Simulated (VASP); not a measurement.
Crystal: Ta.

```
CELL_PARAMETERS angstrom
2.90037 0.00000 0.00000
-1.45019 2.51180 0.00000
0.00000 0.00000 5.16627
ATOMIC_POSITIONS crystal
Ta 0.66667 0.33333 0.75000
Ta 0.33333 0.66667 0.25000
```

Base run:

* Program: VASP 6.6.1
* Functional: LDA
* Potentials or basis: VASP PAW LDA potentials, release 64 (Ta_pv)
* Cutoff: 520 eV
* k mesh: 12 × 12 × 6
* Occupations: fermi-dirac, width 0.15 eV
* Spin: no spin polarisation

Its results: band gap on the k mesh zero (band 11 reaches 7.04 eV, above the bottom of band 12 at 4.73 eV); pressure -10.8 GPa.

**Question.** The run is repeated on the same cell with these changes: occupations from fermi-dirac, width 0.15 eV to fermi-dirac, width 0.25 eV. What comes out?

**Answer.** Band gap on the k mesh zero (band 11 reaches 7.04 eV, above the bottom of band 12 at 4.73 eV); pressure -9.9 GPa.

Caveats: spin-orbit coupling is left out, which moves the levels of the heavy elements.
